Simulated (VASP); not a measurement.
# ErAl2Ga4 (P1) in VASP: single point with PBE

Aim: the single point of ErAl2Ga4 with PBE.

All numbers are computed with VASP 6.6.1; they aren't measurements. Logs are shortened: lines on timing, memory, paths and dates and some standing lists are left out, and cuts for length are marked.

## (1) The cell of the first run

The typed cell holds 7 atoms: a = 5.282 Å, b = 5.393 Å, c = 5.468 Å, α = 103.72°, β = 119.45°, γ = 61.46°.

## (2) Single point, PBE

Contents of POSCAR:

```
ErAl2Ga4
1.0
   -0.0444180000      0.0069000000      5.2816880000
    3.3231800000     -3.3518740000      2.6085810000
    3.3845330000      3.3688080000     -2.6644310000
Ga Er Al
4 1 2
Direct
    0.3648420000      0.9986150000      0.6282460000
    0.3815140000      0.3982670000      0.0576000000
    0.7796730000      0.9942200000      0.4079520000
    0.7190480000      0.6334350000      0.0610570000
    0.0316390000      0.0047860000      0.0501930000
    0.7501970000      0.5518240000      0.5147680000
    0.2414110000      0.5184960000      0.4943450000
```

Contents of INCAR.step1:

```
SYSTEM = ErAl2Ga4
PREC = Accurate
ENCUT = 520
EDIFF = 1E-7
ISMEAR = -1
SIGMA = 0.1
LREAL = .False.
LASPH = .True.
NELM = 100
ALGO = Normal
ISIF = 2
LWAVE = .False.
LCHARG = .True.
LMAXMIX = 6
GGA = PE
NBANDS = 49
```

Contents of KPOINTS.step1:

```
Automatic mesh
0
Gamma
  4 4 4
  0.5 0 0
```

Contents of INCAR.step2:

```
SYSTEM = ErAl2Ga4
PREC = Accurate
ENCUT = 520
EDIFF = 1E-7
ISMEAR = -5
SIGMA = 0.1
LREAL = .False.
LASPH = .True.
NELM = 100
ALGO = Normal
ISIF = 2
LWAVE = .False.
LCHARG = .False.
LMAXMIX = 6
GGA = PE
LORBIT = 11
NEDOS = 1001
ICHARG = 11
```

Contents of KPOINTS.step2:

```
Automatic mesh
0
Gamma
  6 6 6
  0 0 0
```

Potentials or basis: VASP PAW PBE potentials, release 64 (Ga_d, Er, Al).

Started as:

```console
$ cat potpaw_PBE.64/Ga_d/POTCAR potpaw_PBE.64/Er/POTCAR potpaw_PBE.64/Al/POTCAR > POTCAR
$ cp INCAR.step1 INCAR
$ cp KPOINTS.step1 KPOINTS
$ mpirun -np 1 vasp_std > vasp.out
$ cp INCAR.step2 INCAR
$ cp KPOINTS.step2 KPOINTS
$ mpirun -np 1 vasp_std > vasp.out
```

OUTCAR:

```text
SYSTEM = ErAl2Ga4
   PREC = Accurate
   ENCUT = 520
   EDIFF = 1E-7
   ISMEAR = -5
   LREAL = .False.
   LASPH = .True.
   NELM = 100
   ISIF = 2
   GGA = PE
   LORBIT = 11
   ICHARG = 11

 ion  position               nearest neighbor table
   1  0.365  0.999  0.628-   6 2.49   4 2.71   3 2.72   7 2.75   5 2.76   2 2.78   7 2.81   6 3.08
                             5 3.13
   2  0.382  0.398  0.058-   3 2.55   6 2.55   4 2.63   7 2.69   1 2.78   5 2.89   7 2.95   6 3.07
                             5 3.07
   3  0.780  0.994  0.408-   4 2.39   7 2.49   2 2.55   6 2.68   1 2.72   6 2.87   5 2.88   7 3.05
                             5 3.08
   4  0.719  0.633  0.061-   3 2.39   7 2.50   6 2.53   2 2.63   1 2.71   5 2.98   6 2.99   7 3.04
                             5 3.17   5 3.18
   5  0.032  0.005  0.050-   1 2.76   3 2.88   2 2.89   4 2.98   2 3.07   3 3.08   1 3.13   4 3.17
                             4 3.18   6 3.38   7 3.41   7 3.45   6 3.54
   6  0.750  0.552  0.515-   1 2.49   4 2.53   2 2.55   7 2.57   3 2.68   7 2.72   3 2.87   4 2.99
                             2 3.07   1 3.08   5 3.38   5 3.54
   7  0.241  0.518  0.494-   3 2.49   4 2.50   6 2.57   2 2.69   6 2.72   1 2.75   1 2.81   2 2.95
                             4 3.04   3 3.05   5 3.41   5 3.45

  LATTYP: Found a triclinic cell.
 ALAT       =     9.2030966370
 B/A-ratio  =     0.5739241350
 C/A-ratio  =     0.7310157846
 COS(alpha) =     0.0025747438
 COS(beta)  =     0.3695579031
 COS(gamma) =     0.8557296477

  Lattice vectors:

 A1 = (  -3.2956970000,  -3.3826080000,  -7.8989450000)
 A2 = (   0.0444180000,  -0.0069000000,  -5.2816880000)
 A3 = (  -0.0169350000,  -6.7275820000,  -0.0086760000)

Analysis of symmetry for initial positions (statically):
=====================================================================
 Subroutine PRICEL returns:
 Original cell was already a primitive cell.

 Routine SETGRP: Setting up the symmetry group for a
 triclinic supercell.

 Subroutine GETGRP returns: Found  1 space group operations
 (whereof  1 operations were pure point group operations)
 out of a pool of  2 trial point group operations.

The static configuration has the point symmetry C_1 .

Analysis of symmetry for dynamics (positions and initial velocities):
=====================================================================
 Subroutine PRICEL returns:
 Original cell was already a primitive cell.

 Routine SETGRP: Setting up the symmetry group for a
 triclinic supercell.

 Subroutine GETGRP returns: Found  1 space group operations
[... 132 lines left out ...]
   IALGO  =     38    algorithm
   IMIX   =      4    mixing-type and parameters
     AMIX     =   0.40;   BMIX     =  1.00
     AMIX_MAG =   1.60;   BMIX_MAG =  1.00
  volume/ion in A,a.u.               =      17.02       114.88
  Fermi-wavevector in a.u.,A,eV,Ry     =   1.433477  2.708879 27.958017  2.054856
  Thomas-Fermi vector in A             =   2.552991
   LORBIT       =     11    0 simple, 1 ext, 2 COOP (PROOUT), +10 PAW based schemes
   GGA     = PE    functional components
   LHFCALC =     F    Hartree Fock is set to
   AEXX    =    0.0000 exact exchange contribution
   IVDW    =     0    specifies the selected vdW correction
   LEPSILON=     F    determine dielectric tensor
   LRPA    =     F    only Hartree local field effects (RPA)
 non-spin polarized calculation
 Fermi weights with tetrahedron method with Bloechl corrections
  energy-cutoff  :      520.00
  volume of cell :      119.16
 maximum number of plane-waves:      3226

 number of electron      80.0000005 magnetization

 Free energy of the ion-electron system (eV)
  ---------------------------------------------------
  ext. energy  EPLUGINS =         0.00000000
  ---------------------------------------------------
  free energy    TOTEN  =       -23.13270015 eV

  energy without entropy =      -23.13270015  energy(sigma->0) =      -23.13270015

 E-fermi :   6.6719     XC(G=0): -11.3286

 val. band max:        6.6908534774   @ k =   0.5000   0.0000   0.3333
 cond. band min:       6.6518368924   @ k =   0.0000   0.0000   0.5000
 fundamental gap:     -0.0390165850
 Fermi energy:         6.6718656636

 k-point     1 :       0.0000    0.0000    0.0000
  band No.  band energies     occupation
      1     -41.2726      2.00000
      2     -15.7266      2.00000
      3     -15.7206      2.00000
      4     -15.6889      2.00000
      5      -8.5759      2.00000
      6      -8.5022      2.00000
[... 1213 lines left out ...]
     47      10.3873      0.00000
     48      10.6592      0.00000

 [... further k-points ...]

------------------------ aborting loop because EDIFF is reached ----------------------------------------

  FORCE on cell =-STRESS in cart. coord.  units (eV):
  Direction    XX          YY          ZZ          XY          YZ          ZX
  --------------------------------------------------------------------------------------
  -------------------------------------------------------------------------------------
  Total      -13.2575305    -13.8429665    -19.2250350      0.3520231      1.3528409     -1.5846457
  in kB     -178.2505686   -186.1218915   -258.4850493      4.7330317     18.1892594    -21.3059289
  external PRESSURE =    -207.6191698 kB  Pullay stress =       0.0000000 kB

 VOLUME and BASIS-vectors are now :
 -----------------------------------------------------------------------------
  energy-cutoff  :      520.00
  volume of cell :      119.16
      direct lattice vectors                 reciprocal lattice vectors
    -0.044418000  0.006900000  5.281688000     0.001200273  0.148394863  0.189149641
     3.323180000 -3.351874000  2.608581000     0.149470405 -0.149019942  0.001451698
     3.384533000  3.368808000 -2.664431000     0.148716603  0.148266095  0.001056984

 POSITION                                       TOTAL-FORCE (eV/Angst)
 -----------------------------------------------------------------------------------
      5.42869     -1.22827      2.85803         1.303771      0.085992     -0.359990
      1.50152     -1.13827      2.90048        -1.012131     -0.691256     -0.530243
      4.65007     -1.95281      5.62453         2.096904     -0.206679     -0.533212
      2.27973     -1.91254      5.28747        -1.994228     -1.208481      0.108929
      0.18438      0.15327      0.04586        -0.697971     -0.936441      0.427486
      3.54274     -0.11031      4.03022         0.311350      1.539862     -0.250455
      3.38546     -0.07091      1.31045        -0.007695      1.417003      1.137485
 -----------------------------------------------------------------------------------
    total drift:                               -0.080384     -0.141028      0.063806

  FREE ENERGIE OF THE ION-ELECTRON SYSTEM (eV)
  ---------------------------------------------------
  free  energy   TOTEN  =       -23.1327001538 eV

  energy  without entropy=      -23.1327001538  energy(sigma->0) =      -23.13270015

 total charge

# of ion       s       p       d       f       tot
--------------------------------------------------
    1        0.977   0.769   9.970   0.000  11.716
    2        0.965   0.779   9.972   0.000  11.717
    3        0.952   0.859   9.983   0.000  11.794
    4        0.956   0.847   9.982   0.000  11.785
    5        2.075   5.781   0.409  11.801  20.066
    6        0.427   0.357   0.000   0.000   0.783
    7        0.422   0.353   0.000   0.000   0.775
--------------------------------------------------
tot          6.772   9.746  40.317  11.801  68.635
```

Wall time 30 min (1 thread of Intel Xeon Platinum 8488C (Sapphire Rapids), shared host); peak memory 0.68 GiB.

What came out:

| Item | Value |
| --- | --- |
| Valence electrons inside the program's atomic spheres | Ga 11.72, 11.79 (each value once); Er 20.07; Al 0.78 |

Caveat: the k points lie up to 0.38 Å⁻¹ apart; spin-orbit coupling is left out, which moves the levels of the heavy elements; semilocal functionals describe open f shells poorly, which spoils levels, moments and volumes. Spin polarisation is off, so any magnetic state and its effect on volume and gap are missing.
